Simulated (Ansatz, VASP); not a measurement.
## ZrZnBr6: VASP beside Ansatz

The input INCAR:

```
SYSTEM = ZrZnBr6
PREC     = Accurate       ! precision mode
ENCUT    = 520            ! plane-wave cutoff, eV
EDIFF    = 1E-6           ! SCF threshold, eV
ISMEAR   = 0              ! smearing method
SIGMA    = 0.1            ! smearing width, eV
LREAL    = .FALSE.        ! projectors in reciprocal space
LASPH    = .TRUE.         ! aspherical terms in the spheres
NELM     = 60             ! most SCF steps
ALGO     = Normal         ! electronic algorithm
ISIF     = 2              ! what is computed and relaxed
LWAVE    = .FALSE.        ! write WAVECAR
LCHARG   = .TRUE.         ! write CHGCAR
GGA      = PE             ! functional
LELF     = .TRUE.         ! ELF
LVHAR    = .TRUE.       
NBANDS   = 43             ! bands
```

KPOINTS

```
regular mesh
0
G
  4 4 4
  0 0 0
```

The input POSCAR:

```
ZrZnBr6
1.0
    0.0000000000      5.3513658400      5.3513658400
    5.3513658400      0.0000000000      5.3513658400
    5.3513658400      5.3513658400      0.0000000000
Zr Zn Br
1 1 6
Direct
    0.0000000000      0.0000000000      0.0000000000
    0.5000000000      0.5000000000      0.5000000000
    0.2454881100      0.7545118900      0.7545118900
    0.2454881100      0.2454881100      0.7545118900
    0.7545118900      0.2454881100      0.2454881100
    0.2454881100      0.7545118900      0.2454881100
    0.7545118900      0.2454881100      0.7545118900
    0.7545118900      0.7545118900      0.2454881100
```

Input for Ansatz:

```yaml
crystal:
  lattice:
    - [0.0, 5.35136584, 5.35136584]
    - [5.35136584, 0.0, 5.35136584]
    - [5.35136584, 5.35136584, 0.0]
  atoms:
    - { symbol: Zr, position: [0.0, 0.0, 0.0] }
    - { symbol: Zn, position: [0.5, 0.5, 0.5] }
    - { symbol: Br, position: [0.24548811, 0.75451189, 0.75451189] }
    - { symbol: Br, position: [0.24548811, 0.24548811, 0.75451189] }
    - { symbol: Br, position: [0.75451189, 0.24548811, 0.24548811] }
    - { symbol: Br, position: [0.24548811, 0.75451189, 0.24548811] }
    - { symbol: Br, position: [0.75451189, 0.24548811, 0.75451189] }
    - { symbol: Br, position: [0.75451189, 0.75451189, 0.24548811] }
basis:
  ecutwfc: 420
kpoints:
  mp_grid: { grid: [4, 4, 4] }
hamiltonian:
  xc: pbe
scf:
  occupations: { method: gaussian, width: 0.1 }
  lower_state_search: "off"
output:
  forces: true
  stress: true
  eigenvalues: true
```

Change from the starting cell: species swapped into the HfVF6 type (Fm-3m, No. 225).

Alike in both runs: task single point; functional PBE; k mesh 4 × 4 × 4; occupations gaussian, width 0.1 eV; no spin polarisation.

|  | VASP | Ansatz |
| --- | --- | --- |
| version | VASP 6.6.1 | Ansatz 0.2.0 |
| potentials or method | VASP PAW PBE potentials, release 64 (Zr_sv, Zn, Br), cutoff 520 eV | scalar-relativistic, plane waves, PAW |
| valence electrons in the cell | 66 | 66 |

|  | VASP | Ansatz | Ansatz less VASP |
| --- | --- | --- | --- |
| gap on the k mesh at the Fermi level (eV) | 1.09 | 1.09 | +0.002 |
| least direct gap on the mesh (eV) | 1.10 | 1.10 | +0.002 |
| pressure (GPa) | -0.8 | -0.8 | -0.02 |
| rms of the force components (eV/Å) | 0.179 | 0.179 | -0.0002 |

Atom by atom the forces differ by 0.000 eV/Å (rms over components).
